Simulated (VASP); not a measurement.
Fe: single point with BLYP

The system is Fe.

```xyz
4
Lattice="2.3809 0.0000 0.0000 -1.1905 2.0619 0.0000 0.0000 0.0000 7.6546" Properties=species:S:1:pos:R:3 pbc="T T T"
Fe    0.0000    0.0000    0.0000
Fe    0.0000    0.0000    3.8273
Fe    0.0000    1.3746    1.9136
Fe    1.1905    0.6873    5.7409
```

This isn't the form of Fe at room conditions, which is bcc.

```
Program             : VASP 6.6.1
Task                : single point
Functional          : BLYP
Potentials or basis : VASP PAW PBE potentials, release 64 (Fe)
Cutoff              : 520 eV
k mesh              : 16 × 16 × 5
Occupations         : fermi-dirac, width 0.1 eV
Spin                : no spin polarisation
```

```json
{
 "Pressure": "43.4 GPa",
 "Band gap on the k mesh": "zero (bands 16 and 17 overlap by 2.04 eV)"
}
```

Stress tensor (GPa, compression positive):
```
43.12  0.00  0.00
 0.00 43.12  0.00
 0.00  0.00 43.93
```

Levels at points of the mesh, in eV from the Fermi level:
```tsv
k point	band 12	band 13	band 14	band 15	band 16	band 17	band 18	band 19	band 20	band 21
(0.00, 0.00, 0.00)	-1.59	-1.59	-1.51	-1.51	-0.55	-0.55	-0.04	-0.04	0.38	0.38
(0.50, 0.00, 0.00)	-0.68	-0.63	1.02	1.03	1.12	1.12	1.16	1.25	1.30	1.33
```

Run time: 2.1 min on 1 thread of Intel Xeon 8259CL (shared host), peak memory 0.19 GiB.

Caveat: the cell stands under pressure; the PAW data sets were made with another functional, which shifts forces and pressure a little; the run has no spin polarisation, though such a crystal can be magnetic. Spin polarisation is off, so any magnetic state and its effect on volume and gap are missing.
